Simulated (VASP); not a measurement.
# NaH in VASP: further runs

Runs on NaH. Level: HSE06. Tasks: single point.

Program: VASP 6.6.1. These are calculated values, not measurements. Logs are shortened: lines on timing, memory, paths and dates and some standing lists are left out, and cuts for length are marked.

## Step 1: The cell of the first run

Symmetry: R-3m, No. 166, trigonal system. The conventional cell has a = 3.391 Å, b = 3.391 Å, c = 8.471 Å, α = 90.00°, β = 90.00°, γ = 120.00°. Within 3.2 Å of Na (site symmetry -3m) lie 6 H at 2.41 Å. Within 3.2 Å of H (site symmetry -3m) lie 6 Na at 2.41 Å.

## Step 2: Single point, HSE06 (strain along [111] +2.0%)

File POSCAR:

```
NaH
1.0
    0.0319668304      2.4294791132      2.4294791132
    2.4294791132      0.0319668304      2.4294791132
    2.4294791132      2.4294791132      0.0319668304
Na H
1 1
Direct
    0.0000000000      0.0000000000      0.0000000000
    0.5000000000      0.5000000000      0.5000000000
```

File INCAR.step1:

```
ALGO = Normal
EDIFF = 1E-5
ENCUT = 520
GGA = PE
ISIF = 2
ISMEAR = 0
LASPH = True
LCHARG = False
LREAL = False
LWAVE = True
NBANDS = 11
NELM = 100
PREC = Accurate
SIGMA = 0.01
```

File INCAR.step2:

```
ALGO = Normal
EDIFF = 1E-6
ENCUT = 520
GGA = PE
HFSCREEN = 0.2079
ISIF = 2
ISMEAR = 0
ISTART = 1
LASPH = True
LCHARG = False
LHFCALC = True
LREAL = False
LWAVE = False
NBANDS = 11
NELM = 100
PREC = Accurate
PRECFOCK = Normal
SIGMA = 0.01
```

File KPOINTS:

```
k-points
0
Gamma
  6 6 6
```

Potentials or basis: VASP PAW PBE potentials, release 64 (Na_pv, H).

Started as:

```sh
$ cat potpaw_PBE.64/Na_pv/POTCAR potpaw_PBE.64/H/POTCAR > POTCAR
$ cp INCAR.step1 INCAR
$ mpirun -np 1 vasp_std > vasp.out
$ cp INCAR.step2 INCAR
$ mpirun -np 1 vasp_std > vasp.out
```

OUTCAR:

```text
EDIFF = 1E-6
   ENCUT = 520
   GGA = PE
   HFSCREEN = 0.2079
   ISIF = 2
   ISMEAR = 0
   ISTART = 1
   LASPH = True
   LHFCALC = True
   LREAL = False
   NELM = 100
   PREC = Accurate
   PRECFOCK = Normal

 ion  position               nearest neighbor table
   1  0.000  0.000  0.000-
   2  0.500  0.500  0.500-

  LATTYP: Found a trigonal (rhomboedric) cell.
 ALAT       =     3.4359510185
 COS(alpha) =     0.5131134770

  Lattice vectors:

 A1 = (   0.0319668304,   2.4294791132,   2.4294791132)
 A2 = (   2.4294791132,   0.0319668304,   2.4294791132)
 A3 = (   2.4294791132,   2.4294791132,   0.0319668304)

Analysis of symmetry for initial positions (statically):
=====================================================================
 Subroutine PRICEL returns:
 Original cell was already a primitive cell.

 Routine SETGRP: Setting up the symmetry group for a
 trigonal (rhombohedral) supercell.

 Subroutine GETGRP returns: Found 12 space group operations
 (whereof 12 operations were pure point group operations)
 out of a pool of 12 trial point group operations.

The static configuration has the point symmetry D_3d.

Analysis of symmetry for dynamics (positions and initial velocities):
=====================================================================
 Subroutine PRICEL returns:
 Original cell was already a primitive cell.

 Routine SETGRP: Setting up the symmetry group for a
 trigonal (rhombohedral) supercell.

 Subroutine GETGRP returns: Found 12 space group operations
 (whereof 12 operations were pure point group operations)
 out of a pool of 12 trial point group operations.

The dynamic configuration has the point symmetry D_3d.

 Subroutine INISYM returns: Found 12 space group operations
 (whereof 12 operations are pure point group operations),
 and found     1 'primitive' translations

----------------------------------------------------------------------------------------

                                     Primitive cell

  volume of cell :      28.1134

  direct lattice vectors                    reciprocal lattice vectors
     0.031966830  2.429479113  2.429479113    -0.209912574  0.207186436  0.207186436
     2.429479113  0.031966830  2.429479113     0.207186436 -0.209912574  0.207186436
     2.429479113  2.429479113  0.031966830     0.207186436  0.207186436 -0.209912574

  length of vectors
     3.435951018  3.435951018  3.435951018     0.360438244  0.360438244  0.360438244

  position of ions in fractional coordinates (direct lattice)
     0.000000000  0.000000000  0.000000000
     0.500000000  0.500000000  0.500000000

  ion indices of the primitive-cell ions
   primitive index   ion index
                 1           1
                 2           2

----------------------------------------------------------------------------------------

 KPOINTS: k-points

Automatic generation of k-mesh.
 Grid dimensions read from file:
 generate k-points for:    6    6    6

 Generating k-lattice:

  Cartesian coordinates                     Fractional coordinates (reciprocal lattice)
    -0.034985429  0.034531073  0.034531073     0.166666667 -0.000000000 -0.000000000
     0.034531073 -0.034985429  0.034531073    -0.000000000  0.166666667 -0.000000000
     0.034531073  0.034531073 -0.034985429    -0.000000000 -0.000000000  0.166666667

  Length of vectors
     0.060073041  0.060073041  0.060073041

  Shift w.r.t. Gamma in fractional coordinates (k-lattice)
     0.000000000  0.000000000  0.000000000

 Subroutine IBZKPT returns following result:
 ===========================================

 Found     32 irreducible k-points:

 Following reciprocal coordinates:
            Coordinates               Weight
  0.000000  0.000000  0.000000      1.000000
  0.166667  0.000000 -0.000000      6.000000
  0.333333  0.000000  0.000000      6.000000
  0.500000  0.000000  0.000000      3.000000
  0.166667  0.166667  0.000000      6.000000
  0.333333  0.166667  0.000000     12.000000
[... 16 lines left out ...]
  0.500000  0.500000  0.166667      6.000000
 -0.333333  0.500000  0.166667     12.000000
 [... further k-points ...]
   k-points           NKPTS =     32   k-points in BZ     NKDIM =    216   number of bands    NBANDS=     11
   number of dos      NEDOS =    301   number of ions     NIONS =      2
   total plane-waves  NPLWV =  21952
   dimension x,y,z NGX =    28 NGY =   28 NGZ =   28
   dimension x,y,z NGXF=    56 NGYF=   56 NGZF=   56
   ions per type =               1   1
   NGX,Y,Z   is equivalent  to a cutoff of  13.55, 13.55, 13.55 a.u.
   NGXF,Y,Z  is equivalent  to a cutoff of  27.10, 27.10, 27.10 a.u.
 SYSTEM =  unknown system
   PREC   = accura    normal or accurate (medium, high low for compatibility)
   ISTART =      1    job   : 0-new  1-cont  2-samecut
   ICHARG =      0    charge: 1-file 2-atom 10-const
   ISPIN  =      1    spin polarized calculation?
   LNONCOLLINEAR =      F non collinear calculations
   LSORBIT =      F    spin-orbit coupling
   LASPH  =      T    aspherical Exc in radial PAW
   ENCUT  =  520.0 eV  38.22 Ry    6.18 a.u.   6.39  6.39  6.39*2*pi/ulx,y,z
   NELM   =    100;   NELMIN=  2; NELMDL=  0     # of ELM steps
   EDIFF  = 0.1E-05   stopping-criterion for ELM
   LREAL  =      F    real-space projection
   EDIFFG = 0.1E-04   stopping-criterion for IOM
   NSW    =      0    number of steps for IOM
   IBRION =     -1    ionic relax: 0-MD 1-quasi-New 2-CG
   NFREE  =      0    steps in history (QN), initial steepest desc. (CG)
   ISIF   =      2    stress and relaxation
   ISYM   =      3    0-nonsym 1-usesym 2-fastsym
   POTIM  = 0.5000    time-step for ionic-motion
   TEBEG  =    0.0;   TEEND  =   0.0 temperature during run
   PSTRESS=    0.0 pullay stress
   NELECT =       8.0000    total number of electrons
   NUPDOWN=      -1.0000    fix difference up-down
   EMIN   =  10.00;   EMAX   =-10.00  energy-range for DOS
   EFERMI =   0.00;   METHOD = LEGACY
   ISMEAR =     0;   SIGMA  =   0.01  broadening in eV -4-tet -1-fermi 0-gaus
   EFERMI_NEDOS =   21; number of points for ismear=-14 and -15
   IALGO  =     38    algorithm
   IMIX   =      1    mixing-type and parameters
     AMIX     =   0.40;   BMIX     =  1.00
     AMIX_MAG =   1.60;   BMIX_MAG =  1.00
  volume/ion in A,a.u.               =      14.06        94.86
  Fermi-wavevector in a.u.,A,eV,Ry     =   1.076797  2.034852 15.775850  1.159492
  Thomas-Fermi vector in A             =   2.212691
   LORBIT       =      0    0 simple, 1 ext, 2 COOP (PROOUT), +10 PAW based schemes
   GGA     = PE    functional components
   LHFCALC =     T    Hartree Fock is set to
   PRECFOCK=normal    Normal, Fast or Accurate (Low or Medium for compatibility)
   ENCUT4O =  -1.0   cutoff for four orbital integrals eV
   NKREDX  =     1    reduce k-point grid by
   NKREDY  =     1    reduce k-point grid by
   NKREDZ  =     1    reduce k-point grid by
   AEXX    =    0.2500 exact exchange contribution
   HFSCREEN=    0.2079 screening length (either q_TF or 0.3 A-1)
   HFSCREENC=   0.2079 screening length for correlation (either q_TF or 0.3 A-1)
   ENCUTFOCK=  -1.0 apply spherical cutoff to Coloumb kernel
   IVDW    =     0    specifies the selected vdW correction
   LEPSILON=     F    determine dielectric tensor
   LRPA    =     F    only Hartree local field effects (RPA)
 non-spin polarized calculation
 Gauss-broadening in eV      SIGMA  =   0.01
  energy-cutoff  :      520.00
  volume of cell :       28.11
 maximum number of plane-waves:       764
 NGX is ok and might be reduce to    28
  NGX = 20; NGY = 20; NGZ = 20

 number of electron       7.9999998 magnetization

 Free energy of the ion-electron system (eV)
  ---------------------------------------------------
  ext. energy  EPLUGINS =         0.00000000
  ---------------------------------------------------
  free energy    TOTEN  =        -5.76166451 eV

  energy without entropy =       -5.76166451  energy(sigma->0) =       -5.76166451

 E-fermi :  -1.8336     XC(G=0):  -6.5266

 val. band max:       -1.8872607752   @ k =  -0.3333   0.5000   0.1667
 cond. band min:       2.8426122568   @ k =   0.5000   0.5000   0.5000
 fundamental gap:      4.7298730320
 Fermi energy:        -1.8336483336

 k-point     1 :       0.0000    0.0000    0.0000
  band No.  band energies     occupation
      1     -26.2345      2.00000
      2     -26.2345      2.00000
      3     -26.2316      2.00000
      4      -5.8036      2.00000
      5      10.1493      0.00000
      6      14.8732      0.00000
      7      15.3338      0.00000
      8      15.3338      0.00000
      9      15.7992      0.00000
     10      16.3496      0.00000
     11      16.3496      0.00000

 k-point     2 :       0.1667    0.0000   -0.0000
  band No.  band energies     occupation
      1     -26.2574      2.00000
      2     -26.2374      2.00000
      3     -26.2343      2.00000
      4      -5.2715      2.00000
      5       8.4688      0.00000
      6      11.8858      0.00000
      7      13.8648      0.00000
      8      14.2173      0.00000
      9      17.0900      0.00000
     10      17.4661      0.00000
     11      17.6708      0.00000

 k-point     3 :       0.3333    0.0000    0.0000
  band No.  band energies     occupation
      1     -26.3029      2.00000
      2     -26.2432      2.00000
      3     -26.2392      2.00000
      4      -3.8646      2.00000
      5       4.9360      0.00000
      6      10.5943      0.00000
      7      13.0384      0.00000
      8      13.3290      0.00000
      9      16.3931      0.00000
     10      16.5788      0.00000
     11      18.6924      0.00000
[... 267 lines left out ...]
 k-point    23 :       0.5000    0.5000    0.1667
  band No.  band energies     occupation
      1     -26.3012      2.00000
      2     -26.2695      2.00000
      3     -26.2585      2.00000
      4      -2.3332      2.00000
      5       4.4039      0.00000
      6       7.0977      0.00000
      7      10.7498      0.00000
      8      11.3375      0.00000
      9      14.4510      0.00000
     10      21.6495      0.00000
     11      22.5050      0.00000

 k-point    24 :      -0.3333    0.5000    0.1667
  band No.  band energies     occupation
      1     -26.2998      2.00000
      2     -26.2747      2.00000
      3     -26.2646      2.00000
      4      -1.8873      2.00000
      5       4.4812      0.00000
      6       6.4436      0.00000
      7       8.1826      0.00000
      8      14.4212      0.00000
      9      14.9092      0.00000
     10      20.4066      0.00000
     11      20.8495      0.00000

 [... further k-points ...]
[... 5 lines left out ...]
  --------------------------------------------------------------------------------------
  -------------------------------------------------------------------------------------
  Total       -0.0546994     -0.0546994     -0.0546994     -0.0559236     -0.0559236     -0.0559236
  in kB       -3.1173158     -3.1173158     -3.1173158     -3.1870794     -3.1870794     -3.1870794
  external PRESSURE =      -3.1173158 kB  Pullay stress =       0.0000000 kB

 VOLUME and BASIS-vectors are now :
 -----------------------------------------------------------------------------
  energy-cutoff  :      520.00
  volume of cell :       28.11
      direct lattice vectors                 reciprocal lattice vectors
     0.031966830  2.429479113  2.429479113    -0.209912574  0.207186436  0.207186436
     2.429479113  0.031966830  2.429479113     0.207186436 -0.209912574  0.207186436
     2.429479113  2.429479113  0.031966830     0.207186436  0.207186436 -0.209912574

 POSITION                                       TOTAL-FORCE (eV/Angst)
 -----------------------------------------------------------------------------------
      0.00000      0.00000      0.00000         0.000000      0.000000      0.000000
      2.44546      2.44546      2.44546        -0.000000      0.000000     -0.000000
 -----------------------------------------------------------------------------------
    total drift:                                0.000000      0.000001     -0.000000

  FREE ENERGIE OF THE ION-ELECTRON SYSTEM (eV)
  ---------------------------------------------------
  free  energy   TOTEN  =        -5.7616645114 eV

  energy  without entropy=       -5.7616645114  energy(sigma->0) =       -5.76166451
```

Wall time 17 min (1 thread of Intel Xeon Platinum 8259CL at 2.50GHz (Skylake/Cascade Lake), shared host); peak memory 0.26 GiB.

What came out:

```
Free energy            : -5.7617 eV
Pressure               : -0.3 GPa
Band gap on the k mesh : 4.73 eV (least direct gap 5.73 eV)
```

Caveat: the cell differs from its parent crystal (strain along [111] +2.0%); the structure was generated, so it needn't be the stable form of NaH; the PAW data sets were made with another functional, which shifts forces and pressure a little.

## Step 3: Single point, HSE06 (shear xy strain +4.0%)

File POSCAR:

```
NaH
1.0
    0.0479502457      2.3975122828      2.3975122828
    2.3975122828      0.0479502457      2.3975122828
    2.4454625284      2.4454625284     -0.0000000001
Na H
1 1
Direct
    0.0000000000      0.0000000000      0.0000000000
    0.5000000000      0.5000000000      0.5000000000
```

File INCAR.step1:

```
SYSTEM = NaH
  PREC = Accurate
  ENCUT = 520
  EDIFF = 1E-5
  ISMEAR = 0
  SIGMA = 0.01
  LREAL = .FALSE.
  LASPH = .TRUE.
  NELM = 100
  ALGO = Normal
  ISIF = 2
  LWAVE = .TRUE.
  LCHARG = .FALSE.
  NBANDS = 11
  GGA = PE
```

File INCAR.step2:

```
SYSTEM = NaH
  PREC = Accurate
  ENCUT = 520
  EDIFF = 1E-6
  ISMEAR = 0
  SIGMA = 0.01
  LREAL = .FALSE.
  LASPH = .TRUE.
  NELM = 100
  ALGO = Normal
  ISIF = 2
  LWAVE = .FALSE.
  LCHARG = .FALSE.
  GGA = PE
  LHFCALC = .TRUE.
  HFSCREEN = 0.2079
  PRECFOCK = Normal
  NBANDS = 11
  ISTART = 1
```

File KPOINTS:

```
regular mesh
0
G
  6 6 6
  0 0 0
```

Potentials or basis: VASP PAW PBE potentials, release 64 (Na_pv, H).

Started as:

```sh
$ cat potpaw_PBE.64/Na_pv/POTCAR potpaw_PBE.64/H/POTCAR > POTCAR
$ cp INCAR.step1 INCAR
$ mpirun -np 1 vasp_std > vasp.out
$ cp INCAR.step2 INCAR
$ mpirun -np 1 vasp_std > vasp.out
```

OUTCAR:

```text
SYSTEM = NaH
   PREC = Accurate
   ENCUT = 520
   EDIFF = 1E-6
   ISMEAR = 0
   LREAL = .FALSE.
   LASPH = .TRUE.
   NELM = 100
   ISIF = 2
   GGA = PE
   LHFCALC = .TRUE.
   HFSCREEN = 0.2079
   PRECFOCK = Normal
   ISTART = 1

 ion  position               nearest neighbor table
   1  0.000  0.000  0.000-
   2  0.500  0.500  0.500-

  LATTYP: Found a body centered orthorhombic cell.
 ALAT       =     3.3227824985
 B/A-ratio  =     1.0408163265
 C/A-ratio  =     1.4430750637

  Lattice vectors:

[... 521 lines left out ...]
      4      -2.2765      2.00000
      5       4.4765      0.00000
      6       7.1396      0.00000
      7      11.2944      0.00000
      8      11.7268      0.00000
      9      14.2997      0.00000
     10      21.8275      0.00000
     11      22.7532      0.00000

 [... further k-points ...]
[... 5 lines left out ...]
  --------------------------------------------------------------------------------------
  -------------------------------------------------------------------------------------
  Total        0.0325053      0.0325053      0.0225355     -0.1626121      0.0000000      0.0000000
  in kB        1.8902788      1.8902788      1.3105047     -9.4563764      0.0000000      0.0000000
  external PRESSURE =       1.6970208 kB  Pullay stress =       0.0000000 kB

 VOLUME and BASIS-vectors are now :
 -----------------------------------------------------------------------------
  energy-cutoff  :      520.00
  volume of cell :       27.55
      direct lattice vectors                 reciprocal lattice vectors
     0.047950246  2.397512283  2.397512283    -0.212805617  0.212805617  0.208549505
     2.397512283  0.047950246  2.397512283     0.212805617 -0.212805617  0.208549505
     2.445462528  2.445462528 -0.000000000     0.204460299  0.204460299 -0.208549505

 POSITION                                       TOTAL-FORCE (eV/Angst)
 -----------------------------------------------------------------------------------
      0.00000      0.00000      0.00000        -0.000000      0.000000     -0.000000
      2.44546      2.44546      2.39751         0.000000      0.000000      0.000000
 -----------------------------------------------------------------------------------
    total drift:                               -0.000000     -0.000000      0.000001

  FREE ENERGIE OF THE ION-ELECTRON SYSTEM (eV)
  ---------------------------------------------------
  free  energy   TOTEN  =        -5.7594802055 eV

  energy  without entropy=       -5.7594802055  energy(sigma->0) =       -5.75948021
```

OUTCAR.step1:

```text
SYSTEM = NaH
   PREC = Accurate
   ENCUT = 520
   EDIFF = 1E-5
   ISMEAR = 0
   LREAL = .FALSE.
   LASPH = .TRUE.
[... 560 lines left out ...]
      0.00000      0.00000      0.00000        -0.000000      0.000000      0.000000
      2.44546      2.44546      2.39751         0.000000     -0.000000     -0.000000
 -----------------------------------------------------------------------------------
    total drift:                               -0.000000     -0.000000     -0.000000

  FREE ENERGIE OF THE ION-ELECTRON SYSTEM (eV)
  ---------------------------------------------------
  free  energy   TOTEN  =        -5.0832026467 eV

  energy  without entropy=       -5.0832026467  energy(sigma->0) =       -5.08320265
```

It took 24 min on 1 thread of Intel Xeon Platinum 8259CL at 2.50GHz (Skylake/Cascade Lake), shared host; peak memory 0.26 GiB.

What came out:

```
Free energy            : -5.7595 eV
Pressure               : 0.2 GPa
Band gap on the k mesh : 4.76 eV (least direct gap 5.78 eV)
```

Caveat: the cell differs from its parent crystal (shear xy strain +4.0%); the structure was generated, so it needn't be the stable form of NaH; the PAW data sets were made with another functional, which shifts forces and pressure a little. A k mesh can miss the band edges.
